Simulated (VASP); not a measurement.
K2PdBr6, 9 atoms in the cell. It takes space group Fm-3m (No. 225, cubic). The conventional cell has a = 10.327 Å, b = 10.327 Å, c = 10.327 Å, α = 90.00°, β = 90.00°, γ = 90.00°. K (site symmetry -43m) has 12 Br at 3.65 Å and 4 Pd at 4.47 Å within 4.8 Å. Pd (site symmetry m-3m) has 6 Br at 2.48 Å within 3.3 Å. Br (site symmetry 4mm) has 1 Pd at 2.48 Å within 3.3 Å. 

```yaml
Program: VASP 6.6.1
Task: single point
Functional: r2SCAN
Potentials_or_basis: VASP PAW PBE potentials, release 64 (K_sv, Pd, Br)
Cutoff: 520 eV
k_mesh: 6 × 6 × 6
Occupations: gaussian, width 0.02 eV
Spin: no spin polarisation
Dipole_correction: no
Further_INCAR_settings: ALGO = Normal; EDIFF = 1e-06; NBANDS = 45
```

Potentials or basis: VASP PAW PBE potentials, release 64 (K_sv, Pd, Br).

The run is started by

```console
$ cat potpaw_PBE.64/K_sv/POTCAR potpaw_PBE.64/Pd/POTCAR potpaw_PBE.64/Br/POTCAR > POTCAR
$ cp INCAR.step1 INCAR
$ mpirun -np 1 vasp_std > vasp.out
$ cp INCAR.step2 INCAR
$ mpirun -np 1 vasp_std > vasp.out
```

Hardware: 1 thread of AMD EPYC 7R43 64-Core Processor (Zen 3), on a shared host.

Question: How long does it take, and how much memory?

Answer: It took 32 min on 1 thread of AMD EPYC 7R43 64-Core Processor (Zen 3) (shared host), peak memory 0.46 GiB. Counts: k points 16.
